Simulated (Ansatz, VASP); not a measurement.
## Two plane-wave programs on AlN

The input INCAR:

```
PREC = Accurate
ENCUT = 520
EDIFF = 1E-7
ISMEAR = 0
SIGMA = 0.05
LREAL = F
LASPH = T
NELM = 80
ALGO = Normal
ISIF = 2
LWAVE = F
LCHARG = F
GGA = PE
IBRION = 2
NSW = 50
EDIFFG = -0.01
```

File KPOINTS:

```
regular mesh
0
Gamma
  9 9 6
```

Contents of POSCAR:

```
AlN
1.0
    3.0360000000      0.0000000000      0.0000000000
   -1.5180000000      2.6292531259      0.0000000000
    0.0000000000      0.0000000000      4.4149000000
Al N
2 2
Direct
    0.3333333333      0.6666666667      0.0017290859
    0.6666666667      0.3333333333      0.5017290859
    0.3333333333      0.6666666667      0.3832709141
    0.6666666667      0.3333333333      0.8832709141
```

Input for Ansatz:

```yaml
crystal:
  lattice:
    - [3.036, 0.0, 0.0]
    - [-1.518, 2.6292531259, 0.0]
    - [0.0, 0.0, 4.4149]
  atoms:
    - { symbol: Al, position: [0.3333333333, 0.6666666667, 0.0017290859] }
    - { symbol: Al, position: [0.6666666667, 0.3333333333, 0.5017290859] }
    - { symbol: "N", position: [0.3333333333, 0.6666666667, 0.3832709141] }
    - { symbol: "N", position: [0.6666666667, 0.3333333333, 0.8832709141] }
basis:
  ecutwfc: 520.0
kpoints:
  mp_grid: { grid: [9, 9, 6] }
hamiltonian:
  xc: pbe
  pseudopotentials: { kind: paw, azcp: { folder: soft_1 } }
scf:
  occupations: { method: gaussian, width: 0.05 }
output:
  forces: true
  stress: true
  eigenvalues: true
relax:
  adjacent_minimum: "off"
  f_tol: 0.01
  max_steps: 30
```

Alike in both runs: task relaxation of the atoms; functional PBE; k mesh 9 × 9 × 6; occupations gaussian, width 0.05 eV; no spin polarisation.

|  | VASP | Ansatz |
| --- | --- | --- |
| version | VASP 6.6.1 | Ansatz 0.2.0 |
| potentials or method | VASP PAW PBE potentials, release 64 (Al, N), cutoff 520 eV | scalar-relativistic, plane waves, PAW |
| valence electrons in the cell | 16 | 16 |

|  | VASP | Ansatz | Ansatz less VASP |
| --- | --- | --- | --- |
| gap on the k mesh at the Fermi level, each at its own relaxed structure (eV) | 4.88 | 4.88 | +0.003 |

Ansatz's warnings: stress scf threshold loose.
